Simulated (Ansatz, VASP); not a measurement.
# AlN in VASP and in Ansatz

```xyz
4
Lattice="3.2923 0.0000 0.0000 -1.6462 2.8513 0.0000 0.0000 0.0000 4.1370" Properties=species:S:1:pos:R:3 pbc="T T T"
Al    0.0000    1.9008    1.0342
Al    1.6462    0.9504    3.1027
N     1.6462    0.9504    1.0342
N     0.0000    1.9008    3.1027
```

Alike in both runs: task single point; functional HSE06; k mesh 6 × 6 × 4; no spin polarisation.

|  | VASP | Ansatz |
| --- | --- | --- |
| version | VASP 6.6.1 | Ansatz 0.2.0 |
| potentials or method | VASP PAW PBE potentials, release 64 (Al, N) | plane waves, PAW |
| plane-wave cutoff (eV) | 520 | 420 |
| occupations | gaussian, width 0.01 eV | fixed |
| valence electrons in the cell | 16 | 16 |

Ansatz gave:

- gap on the k mesh at the Fermi level (eV): 4.74
- pressure (GPa): -0.7
- traceless stress, the component that is largest in VASP (GPa): 0.02

**Question.** Estimate VASP's values.

**Answer.** gap on the k mesh at the Fermi level (eV): 4.74; pressure (GPa): -0.8; traceless stress, the component that is largest in VASP (GPa): 0.44.

Ansatz's warnings: stress exchange threshold loose, stress scf threshold loose.
